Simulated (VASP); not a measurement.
# PbS (Galena) (Fm-3m) in VASP: notebook, part 4 of 4

VASP 6.6.1.

### Step 6. Single point, PBE-based global hybrid

The input, POSCAR:

```
PbS
1.0
    0.0000000000      2.9705683269      2.9705683269
    2.9705683269      0.0000000000      2.9705683269
    2.9705683269      2.9705683269      0.0000000000
Pb S
1 1
Direct
    0.0000000000      0.0000000000      0.0000000000
    0.5000000000      0.5000000000      0.5000000000
```

The input, INCAR.step1:

```
SYSTEM = PbS
PREC = Accurate
ENCUT = 520
EDIFF = 1E-5
ISMEAR = 0
SIGMA = 0.01
LREAL = .False.
LASPH = .True.
NELM = 100
ALGO = Normal
ISIF = 2
LWAVE = .True.
LCHARG = .False.
GGA = PE
NBANDS = 17
```

The input, INCAR.step2:

```
SYSTEM = PbS
PREC = Accurate
ENCUT = 520
EDIFF = 1E-6
ISMEAR = 0
SIGMA = 0.01
LREAL = .False.
LASPH = .True.
NELM = 100
ALGO = Normal
ISIF = 2
LWAVE = .False.
LCHARG = .False.
GGA = PE
LHFCALC = .True.
AEXX = 0.4
PRECFOCK = Normal
ISTART = 1
NBANDS = 17
```

The input, KPOINTS:

```
regular mesh
0
Gamma
  4 4 4
  0 0 0
```

Potentials or basis: VASP PAW PBE potentials, release 64 (Pb_d, S).

Launch:

```console
$ cat potpaw_PBE.64/Pb_d/POTCAR potpaw_PBE.64/S/POTCAR > POTCAR
$ cp INCAR.step1 INCAR
$ mpirun -np 1 vasp_std > vasp.out
$ cp INCAR.step2 INCAR
$ mpirun -np 1 vasp_std > vasp.out
```

OUTCAR:

```text
SYSTEM = PbS
   PREC = Accurate
   ENCUT = 520
   EDIFF = 1E-6
   ISMEAR = 0
   LREAL = .False.
   LASPH = .True.
   NELM = 100
   ISIF = 2
   GGA = PE
   LHFCALC = .True.
   AEXX = 0.4
   PRECFOCK = Normal
   ISTART = 1

 ion  position               nearest neighbor table
   1  0.000  0.000  0.000-   2 2.97   2 2.97   2 2.97   2 2.97   2 2.97   2 2.97
   2  0.500  0.500  0.500-   1 2.97   1 2.97   1 2.97   1 2.97   1 2.97   1 2.97

  LATTYP: Found a face centered cubic cell.
 ALAT       =     5.9411366538

  Lattice vectors:

 A1 = (   0.0000000000,   2.9705683269,   2.9705683269)
 A2 = (   2.9705683269,   0.0000000000,   2.9705683269)
 A3 = (   2.9705683269,   2.9705683269,   0.0000000000)

Analysis of symmetry for initial positions (statically):
=====================================================================
 Subroutine PRICEL returns:
 Original cell was already a primitive cell.

 Routine SETGRP: Setting up the symmetry group for a
 face centered cubic supercell.

 Subroutine GETGRP returns: Found 48 space group operations
[... 9 lines left out ...]

[... 142 lines left out ...]
  free energy    TOTEN  =       -13.13317421 eV

  energy without entropy =      -13.13317421  energy(sigma->0) =      -13.13317421

 E-fermi :   4.7711     XC(G=0):  -6.4306

 val. band max:        4.7197344852   @ k =   0.5000   0.0000   0.0000
 cond. band min:       6.9250216823   @ k =   0.5000   0.0000   0.0000
 fundamental gap:      2.2052871971
 Fermi energy:         4.7710761605

 k-point     1 :       0.0000    0.0000    0.0000
  band No.  band energies     occupation
      1     -15.0045      2.00000
      2     -15.0045      2.00000
      3     -14.9996      2.00000
      4     -14.9996      2.00000
      5     -14.9996      2.00000
      6     -11.4150      2.00000
[... 137 lines left out ...]
      4     -14.9842      2.00000
      5     -14.9406      2.00000
      6      -9.5193      2.00000
[... 9 lines left out ...]
     16      19.5807      0.00000
     17      19.9550      0.00000

------------------------ aborting loop because EDIFF is reached ----------------------------------------

  FORCE on cell =-STRESS in cart. coord.  units (eV):
  Direction    XX          YY          ZZ          XY          YZ          ZX
  --------------------------------------------------------------------------------------
  -------------------------------------------------------------------------------------
  Total        0.0115828      0.0115828      0.0115828      0.0000000      0.0000000     -0.0000000
  in kB        0.3539785      0.3539785      0.3539785      0.0000000      0.0000000     -0.0000000
  external PRESSURE =       0.3539785 kB  Pullay stress =       0.0000000 kB

 VOLUME and BASIS-vectors are now :
 -----------------------------------------------------------------------------
  energy-cutoff  :      520.00
  volume of cell :       52.43
      direct lattice vectors                 reciprocal lattice vectors
     0.000000000  2.970568327  2.970568327    -0.168317960  0.168317960  0.168317960
     2.970568327  0.000000000  2.970568327     0.168317960 -0.168317960  0.168317960
     2.970568327  2.970568327  0.000000000     0.168317960  0.168317960 -0.168317960

 POSITION                                       TOTAL-FORCE (eV/Angst)
 -----------------------------------------------------------------------------------
      0.00000      0.00000      0.00000        -0.000000      0.000000     -0.000000
      2.97057      2.97057      2.97057         0.000000      0.000000      0.000000
 -----------------------------------------------------------------------------------
    total drift:                               -0.000002     -0.000002     -0.000002

  FREE ENERGIE OF THE ION-ELECTRON SYSTEM (eV)
  ---------------------------------------------------
  free  energy   TOTEN  =       -13.1331742084 eV

  energy  without entropy=      -13.1331742084  energy(sigma->0) =      -13.13317421
```

OUTCAR.step1:

```text
SYSTEM = PbS
   PREC = Accurate
   ENCUT = 520
   EDIFF = 1E-5
   ISMEAR = 0
   LREAL = .False.
   LASPH = .True.
[... 362 lines left out ...]
      0.00000      0.00000      0.00000         0.000000     -0.000000     -0.000000
      2.97057      2.97057      2.97057        -0.000000      0.000000      0.000000
 -----------------------------------------------------------------------------------
    total drift:                                0.000000     -0.000000     -0.000000

  FREE ENERGIE OF THE ION-ELECTRON SYSTEM (eV)
  ---------------------------------------------------
  free  energy   TOTEN  =        -8.7454203953 eV

  energy  without entropy=       -8.7454203953  energy(sigma->0) =       -8.74542040
```

Run time: 8.2 min. Hardware: 1 thread of Intel Xeon Platinum 8259CL at 2.50GHz (Skylake/Cascade Lake), shared host; peak memory 0.19 GiB.

What came out:

* Free energy: -13.1332 eV
* Pressure: 0.0 GPa
* Band gap on the k mesh: 2.21 eV, direct

Levels at points of the mesh, in eV from the valence-band top:
```csv
k point,band 6,band 7,band 8,band 9,band 10,band 11,band 12,band 13,band 14,band 15
"(0.00, 0.00, 0.00)",-16.13,-6.70,-2.81,-2.81,-2.81,7.73,7.73,7.73,9.02,9.02
"(0.50, 0.00, 0.00)",-14.78,-10.23,-2.38,-2.38,0.00,2.21,3.96,3.96,11.08,12.89
"(0.50, 0.50, 0.00)",-14.27,-8.07,-6.33,-4.27,-4.27,5.81,8.19,8.30,8.30,14.03
```

Caveat: the k points lie up to 0.46 Å⁻¹ apart; the PAW data sets were made with another functional, which shifts forces and pressure a little; spin-orbit coupling is left out, which moves the levels of the heavy elements.

### Step 7. Single point, r2SCAN50

POSCAR is that of step 6.

The input, INCAR.step1:

```
SYSTEM = PbS
PREC = Accurate
ENCUT = 520
EDIFF = 1E-5
ISMEAR = 0
SIGMA = 0.01
LREAL = .False.
LASPH = .True.
NELM = 60
ALGO = Normal
ISIF = 2
LWAVE = .True.
NBANDS = 17
GGA = PE
```

The input, INCAR.step2:

```
SYSTEM = PbS
PREC = Accurate
ENCUT = 520
EDIFF = 1E-6
ISMEAR = 0
SIGMA = 0.01
LREAL = .False.
LASPH = .True.
NELM = 60
ALGO = Normal
ISIF = 2
LWAVE = .False.
LCHARG = .True.
METAGGA = R2SCAN
LHFCALC = .True.
AEXX = 0.5
LMIXTAU = .True.
PRECFOCK = Normal
LELF = .True.
LVHAR = .True.
NBANDS = 17
ISTART = 1
```

KPOINTS is that of step 6.

Launch:

```console
$ cat potpaw_PBE.64/Pb_d/POTCAR potpaw_PBE.64/S/POTCAR > POTCAR
$ cp INCAR.step1 INCAR
$ mpirun -np 1 vasp_std > vasp.out
$ cp INCAR.step2 INCAR
$ mpirun -np 1 vasp_std > vasp.out
```

Run time: 8.2 min. Hardware: 1 thread of Intel Xeon Platinum 8259CL at 2.50GHz (Skylake/Cascade Lake), shared host; peak memory 0.2 GiB.

It converged, with:

| Property | Result |
| --- | --- |
| Free energy | -43.3419 eV |
| Pressure | -0.2 GPa |
| Band gap on the k mesh | 2.77 eV, direct |

Levels at points of the mesh, in eV from the valence-band top:
```csv
k point,band 7,band 8,band 9,band 10,band 11,band 12,band 13,band 14
"(0.00, 0.00, 0.00)",-6.93,-2.98,-2.98,-2.98,8.46,8.46,8.46,9.77
"(0.50, 0.00, 0.00)",-10.70,-2.53,-2.53,0.00,2.77,4.54,4.54,11.88
"(0.50, 0.50, 0.00)",-8.42,-6.62,-4.49,-4.49,6.44,9.00,9.09,9.09
```

Caveat: the k points lie up to 0.46 Å⁻¹ apart; the PAW data sets were made with another functional, which shifts forces and pressure a little; spin-orbit coupling is left out, which moves the levels of the heavy elements. A k mesh can miss the band edges.

### Step 8. Overview

| level | k mesh | grid for exact exchange (PRECFOCK) | screening parameter | share of exact exchange | gap on the mesh (eV) | pressure (GPa) |
| --- | --- | --- | --- | --- | --- | --- |
| PBE | 6 × 6 × 6 | - | - | - | 0.38 | 1.8 |
| HSE06 | 3 × 3 × 3 | Normal | 0.2079 1/Å | - | - | -0.4 |
| HSE06 | 4 × 4 × 4 | Normal | 0.2079 1/Å | - | 0.82 | 0.8 |
| PBE-based global hybrid | 4 × 4 × 4 | Normal | - | 0.1 | 0.82 | 1.4 |
| PBE-based global hybrid | 4 × 4 × 4 | Normal | - | 0.4 | 2.21 | 0.0 |
| r2SCAN50 | 4 × 4 × 4 | Normal | - | - | 2.77 | -0.2 |

Alike in all rows: task single point; potentials or basis VASP PAW PBE potentials, release 64 (Pb_d, S); no spin polarisation; cell as given; cutoff (eV) 520; smearing gaussian 0.01 eV.

Caveats: some runs use coarse meshes; spin-orbit coupling is left out, which moves the levels of the heavy elements; the PAW data sets were made with another functional, which shifts forces and pressure a little (some runs).

Absolute energies hang on the potentials; compare differences alone.
